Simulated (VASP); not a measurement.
# HfPb3 in VASP: notebook, part 3 of 3

VASP 6.6.1.

## Step 5: Single point, PBEsol

This run uses another cell than the first one, of 25.51 Å³/atom.

INCAR

```
  PREC = Accurate
  ENCUT = 520
  EDIFF = 1E-6
  ISMEAR = 0
  SIGMA = 0.05
  LREAL = F
  LASPH = T
  NELM = 60
  ALGO = Fast
  ISIF = 2
  LWAVE = F
  LCHARG = F
  GGA = PS
  NBANDS = 34
```

KPOINTS

```
regular mesh
0
Gamma
  8 8 8
```

POSCAR

```
HfPb3
1.0
    4.7042639545      0.0000000000      0.0000000000
    0.0000000000      4.7042639545      0.0000000000
    0.0000000000      0.0000000000      4.6101786754
Hf Pb
1 3
Direct
    0.0000000000      0.0000000000      0.0000000000
    0.0000000000      0.5000000000      0.5000000000
    0.5000000000      0.5000000000      0.0000000000
    0.5000000000      0.0000000000      0.5000000000
```

Potentials or basis: VASP PAW PBE potentials, release 64 (Hf_pv, Pb_d).

Command:

```
$ cat potpaw_PBE.64/Hf_pv/POTCAR potpaw_PBE.64/Pb_d/POTCAR > POTCAR
$ mpirun -np 1 vasp_std > vasp.out
```

OUTCAR:

```text
PREC = Accurate
   ENCUT = 520
   EDIFF = 1E-6
   ISMEAR = 0
   LREAL = F
   LASPH = T
   NELM = 60
   ISIF = 2
   GGA = PS

 ion  position               nearest neighbor table
   1  0.000  0.000  0.000-   2 3.29   4 3.29   2 3.29   4 3.29   2 3.29   2 3.29   4 3.29   4 3.29
                             3 3.33   3 3.33   3 3.33   3 3.33
   2  0.000  0.500  0.500-   1 3.29   3 3.29   1 3.29   3 3.29   1 3.29   1 3.29   3 3.29   3 3.29
                             4 3.33   4 3.33   4 3.33   4 3.33
   3  0.500  0.500  0.000-   2 3.29   4 3.29   2 3.29   4 3.29   4 3.29   4 3.29   2 3.29   2 3.29
                             1 3.33   1 3.33   1 3.33   1 3.33
   4  0.500  0.000  0.500-   1 3.29   3 3.29   1 3.29   3 3.29   3 3.29   3 3.29   1 3.29   1 3.29
                             2 3.33   2 3.33   2 3.33   2 3.33

  LATTYP: Found a simple tetragonal cell.
 ALAT       =     4.7042639545
 C/A-ratio  =     0.9800000000

  Lattice vectors:

 A1 = (   4.7042639545,   0.0000000000,   0.0000000000)
 A2 = (   0.0000000000,   4.7042639545,   0.0000000000)
 A3 = (   0.0000000000,   0.0000000000,   4.6101786754)

Analysis of symmetry for initial positions (statically):
=====================================================================
 Subroutine PRICEL returns:
 Original cell was already a primitive cell.

 Routine SETGRP: Setting up the symmetry group for a
 simple tetragonal supercell.

 Subroutine GETGRP returns: Found 16 space group operations
 (whereof 16 operations were pure point group operations)
 out of a pool of 16 trial point group operations.

The static configuration has the point symmetry D_4h.

Analysis of symmetry for dynamics (positions and initial velocities):
=====================================================================
 Subroutine PRICEL returns:
 Original cell was already a primitive cell.

 Routine SETGRP: Setting up the symmetry group for a
 simple tetragonal supercell.

 Subroutine GETGRP returns: Found 16 space group operations
 (whereof 16 operations were pure point group operations)
 out of a pool of 16 trial point group operations.

The dynamic configuration has the point symmetry D_4h.

 Subroutine INISYM returns: Found 16 space group operations
 (whereof 16 operations are pure point group operations),
 and found     1 'primitive' translations

----------------------------------------------------------------------------------------

                                     Primitive cell

  volume of cell :     102.0237

  direct lattice vectors                    reciprocal lattice vectors
     4.704263955  0.000000000  0.000000000     0.212573106  0.000000000  0.000000000
     0.000000000  4.704263955  0.000000000     0.000000000  0.212573106  0.000000000
     0.000000000  0.000000000  4.610178675     0.000000000  0.000000000  0.216911333

  length of vectors
     4.704263955  4.704263955  4.610178675     0.212573106  0.212573106  0.216911333

  position of ions in fractional coordinates (direct lattice)
     0.000000000  0.000000000  0.000000000
     0.000000000  0.500000000  0.500000000
     0.500000000  0.500000000  0.000000000
     0.500000000  0.000000000  0.500000000

[... 21 lines left out ...]

  Length of vectors
     0.026571638  0.026571638  0.027113917

  Shift w.r.t. Gamma in fractional coordinates (k-lattice)
     0.000000000  0.000000000  0.000000000

 Subroutine IBZKPT returns following result:
 ===========================================

 Found     75 irreducible k-points:

 Following reciprocal coordinates:
            Coordinates               Weight
  0.000000  0.000000  0.000000      1.000000
  0.125000  0.000000  0.000000      4.000000
  0.250000  0.000000  0.000000      4.000000
  0.375000  0.000000  0.000000      4.000000
  0.500000  0.000000  0.000000      2.000000
  0.125000  0.125000  0.000000      4.000000
[... 16 lines left out ...]
  0.375000  0.125000  0.125000     16.000000
  0.500000  0.125000  0.125000      8.000000
 [... further k-points ...]
   k-points           NKPTS =     75   k-points in BZ     NKDIM =     75   number of bands    NBANDS=     34
   number of dos      NEDOS =    301   number of ions     NIONS =      4
   total plane-waves  NPLWV =  46656
   dimension x,y,z NGX =    36 NGY =   36 NGZ =   36
   dimension x,y,z NGXF=    72 NGYF=   72 NGZF=   72
   ions per type =               1   3
   NGX,Y,Z   is equivalent  to a cutoff of  12.72, 12.72, 12.98 a.u.
   NGXF,Y,Z  is equivalent  to a cutoff of  25.44, 25.44, 25.96 a.u.
 SYSTEM =  unknown system
   PREC   = accura    normal or accurate (medium, high low for compatibility)
   ISTART =      0    job   : 0-new  1-cont  2-samecut
   ICHARG =      2    charge: 1-file 2-atom 10-const
   ISPIN  =      1    spin polarized calculation?
   LNONCOLLINEAR =      F non collinear calculations
   LSORBIT =      F    spin-orbit coupling
   LASPH  =      T    aspherical Exc in radial PAW
   ENCUT  =  520.0 eV  38.22 Ry    6.18 a.u.   8.75  8.75  8.57*2*pi/ulx,y,z
   NELM   =     60;   NELMIN=  2; NELMDL= -5     # of ELM steps
   EDIFF  = 0.1E-05   stopping-criterion for ELM
   LREAL  =      F    real-space projection
   EDIFFG = 0.1E-04   stopping-criterion for IOM
   NSW    =      0    number of steps for IOM
   IBRION =     -1    ionic relax: 0-MD 1-quasi-New 2-CG
   NFREE  =      0    steps in history (QN), initial steepest desc. (CG)
   ISIF   =      2    stress and relaxation
   ISYM   =      2    0-nonsym 1-usesym 2-fastsym
   POTIM  = 0.5000    time-step for ionic-motion
   TEBEG  =    0.0;   TEEND  =   0.0 temperature during run
   PSTRESS=    0.0 pullay stress
   NELECT =      52.0000    total number of electrons
   NUPDOWN=      -1.0000    fix difference up-down
   EMIN   =  10.00;   EMAX   =-10.00  energy-range for DOS
   EFERMI =   0.00;   METHOD = LEGACY
   ISMEAR =     0;   SIGMA  =   0.05  broadening in eV -4-tet -1-fermi 0-gaus
   EFERMI_NEDOS =   21; number of points for ismear=-14 and -15
   IALGO  =     68    algorithm
   IMIX   =      4    mixing-type and parameters
     AMIX     =   0.40;   BMIX     =  1.00
     AMIX_MAG =   1.60;   BMIX_MAG =  1.00
  volume/ion in A,a.u.               =      25.51       172.12
  Fermi-wavevector in a.u.,A,eV,Ry     =   1.307702  2.471199 23.267125  1.710085
  Thomas-Fermi vector in A             =   2.438419
   LORBIT       =      0    0 simple, 1 ext, 2 COOP (PROOUT), +10 PAW based schemes
   GGA     = PS    functional components
   LHFCALC =     F    Hartree Fock is set to
   AEXX    =    0.0000 exact exchange contribution
   IVDW    =     0    specifies the selected vdW correction
   LEPSILON=     F    determine dielectric tensor
   LRPA    =     F    only Hartree local field effects (RPA)
 non-spin polarized calculation
 RMM-DIIS sequential band-by-band and
 Gauss-broadening in eV      SIGMA  =   0.05
  energy-cutoff  :      520.00
  volume of cell :      102.02
 maximum number of plane-waves:      2781
 NGX is ok and might be reduce to    36
   NGX = 17   NGY = 17   NGZ = 17

 number of electron      51.9999992 magnetization

 Free energy of the ion-electron system (eV)
  ---------------------------------------------------
  ext. energy  EPLUGINS =         0.00000000
  ---------------------------------------------------
  free energy    TOTEN  =       -21.55393589 eV

  energy without entropy =      -21.54885033  energy(sigma->0) =      -21.55139311

 E-fermi :   8.1435     XC(G=0): -11.1040

 val. band max:        8.1417323824   @ k =   0.3750   0.2500   0.1250
 cond. band min:       8.1546894648   @ k =   0.0000   0.0000   0.1250
 fundamental gap:      0.0129570824
 Fermi energy:         8.1435229895

 k-point     1 :       0.0000    0.0000    0.0000
  band No.  band energies     occupation
      1     -23.8744      2.00000
      2     -23.8744      2.00000
      3     -23.8731      2.00000
      4      -9.2219      2.00000
      5      -9.2216      2.00000
      6      -9.2216      2.00000
[... 877 lines left out ...]
     33      11.9445      0.00000
     34      13.2755      0.00000

 [... further k-points ...]
[... 5 lines left out ...]
  --------------------------------------------------------------------------------------
  -------------------------------------------------------------------------------------
  Total        0.8095840      0.8095840      0.8068647      0.0000000      0.0000000      0.0000000
  in kB       12.7136829     12.7136829     12.6709790      0.0000000      0.0000000      0.0000000
  external PRESSURE =      12.6994483 kB  Pullay stress =       0.0000000 kB

 VOLUME and BASIS-vectors are now :
 -----------------------------------------------------------------------------
  energy-cutoff  :      520.00
  volume of cell :      102.02
      direct lattice vectors                 reciprocal lattice vectors
     4.704263955  0.000000000  0.000000000     0.212573106  0.000000000  0.000000000
     0.000000000  4.704263955  0.000000000     0.000000000  0.212573106  0.000000000
     0.000000000  0.000000000  4.610178675     0.000000000  0.000000000  0.216911333

 POSITION                                       TOTAL-FORCE (eV/Angst)
 -----------------------------------------------------------------------------------
      0.00000      0.00000      0.00000         0.000000      0.000000      0.000000
      0.00000      2.35213      2.30509         0.000000      0.000000      0.000000
      2.35213      2.35213      0.00000         0.000000      0.000000      0.000000
      2.35213      0.00000      2.30509         0.000000      0.000000      0.000000
 -----------------------------------------------------------------------------------
    total drift:                                0.000000      0.000000      0.000000

  FREE ENERGIE OF THE ION-ELECTRON SYSTEM (eV)
  ---------------------------------------------------
  free  energy   TOTEN  =       -21.5539358877 eV

  energy  without entropy=      -21.5488503321  energy(sigma->0) =      -21.55139311
```

stdout:

```text
POSCAR found type information on POSCAR HfPb
 POSCAR found :  2 types and       4 ions
 scaLAPACK will be used
 -----------------------------------------------------------------------------
|                                                                             |
|                                                                             |
|     You enforced a specific xc type in the INCAR file but a different       |
|     I HOPE YOU KNOW WHAT YOU ARE DOING!                                     |
|                                                                             |
 -----------------------------------------------------------------------------

 LDA part: xc-table for (Slater+PW92), standard interpolation
 POSCAR, INCAR and KPOINTS ok, starting setup
 FFT: planning ... GRIDC
 FFT: planning ... GRID_SOFT
 FFT: planning ... GRID
 WAVECAR not read
 entering main loop
```

Wall time 6.9 min (1 thread of Oxide Virtual Turin-like, shared host); peak memory 0.31 GiB.

What came out:

```
Free energy            : -21.5539 eV
Pressure               : 1.3 GPa
Band gap on the k mesh : zero (bands 26 and 27 overlap by 0.90 eV)
```

Caveat: the PAW data sets were made with another functional, which shifts forces and pressure a little; spin-orbit coupling is left out, which moves the levels of the heavy elements.

## Step 6: Summary

```tsv
cell	further INCAR settings	gap on the mesh (eV)	pressure (GPa)
a = 4.693 Å, 4 atoms	ALGO = Fast; EDIFF = 1e-07; NBANDS = 34	none	0.3
a = 4.735 Å, 4 atoms	ALGO = Fast; EDIFF = 1e-06; NBANDS = 34	none	-1.4
a = 4.766 Å, 4 atoms	ALGO = Fast; EDIFF = 1e-06; NBANDS = 34	none	-2.4
a = 4.704, b = 4.704, c = 4.610 Å, 4 atoms	ALGO = Fast; EDIFF = 1e-06; NBANDS = 34	none	1.3
```

Alike in all rows: task single point; level PBEsol; potentials or basis VASP PAW PBE potentials, release 64 (Hf_pv, Pb_d); no spin polarisation; k mesh 8 × 8 × 8; cutoff (eV) 520; smearing gaussian 0.05 eV.

Caveats: the PAW data sets were made with another functional, which shifts forces and pressure a little; spin-orbit coupling is left out, which moves the levels of the heavy elements.

Total energies depend on the potentials used, so only differences within one code and one set of settings carry meaning.

The gap in the log of VASP goes by the Fermi energy; the results here count the filled bands.